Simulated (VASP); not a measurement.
Crystal: AlN.

```
Al N
1.0
     2.33731    0.00000    0.00000
     0.00000    2.33731    0.00000
     0.00000    0.00000    2.33731
Al N
1 1
Direct
  0.00000 0.00000 0.00000
  0.50000 0.50000 0.50000
```

* Program: VASP 6.6.1
* Task: relaxation of cell and atoms
* Functional: PBEsol
* Potentials or basis: VASP PAW PBE potentials, release 64 (Al, N)
* Cutoff: 600 eV
* k mesh: 8 × 8 × 8
* Occupations: fermi-dirac, width 0.03 eV
* Spin: no spin polarisation

At the start: pressure 119.9 GPa; volume 6.38 Å³/atom.

Q: Where does the relaxation end?

A: Over 20 steps the energy falls by 671.9 meV/atom and the volume is 8.71 Å³/atom (+36.4 %); space group Pm-3m (No. 221, to 0.05 Å).

Step by step:
```csv
step,energy change (eV),largest force (eV/Å),pressure (GPa),volume (Å³)
1,0.0000,0.0000,119.90,12.77
2,-0.4463,0.0000,-35.68,23.79
3,-1.3421,0.0000,-2.40,17.64
4,-1.3436,0.0000,-0.85,17.50
5,-1.3437,0.0000,0.40,17.39
6,-1.3437,0.0000,0.38,17.39
7,-1.3437,0.0000,0.37,17.39
8,-1.3437,0.0000,0.37,17.39
9,-1.3437,0.0000,0.37,17.39
10,-1.3437,0.0000,0.37,17.39
11,-1.3437,0.0000,0.37,17.39
12,-1.3437,0.0000,0.37,17.39
13,-1.3437,0.0000,0.37,17.39
14,-1.3437,0.0000,0.37,17.39
15,-1.3437,0.0000,0.36,17.39
16,-1.3437,0.0000,0.35,17.39
17,-1.3438,0.0000,0.33,17.40
18,-1.3438,0.0000,0.28,17.40
19,-1.3438,0.0000,0.24,17.40
20,-1.3438,0.0000,0.11,17.42
```

Final structure:
```cif
data_structure
_symmetry_space_group_name_H-M 'P 1'
_symmetry_Int_Tables_number 1
_cell_length_a 2.5921
_cell_length_b 2.5921
_cell_length_c 2.5921
_cell_angle_alpha 90.000
_cell_angle_beta 90.000
_cell_angle_gamma 90.000
_cell_volume 17.42
loop_
_atom_site_label
_atom_site_type_symbol
_atom_site_fract_x
_atom_site_fract_y
_atom_site_fract_z
_atom_site_occupancy
Al1 Al 0.00000 0.00000 0.00000 1
N1 N 0.50000 0.50000 0.50000 1
```

Caveat: the volume moved by over 15 % at a fixed basis, so the end points are rough; the PAW data sets were made with another functional, which shifts forces and pressure a little.
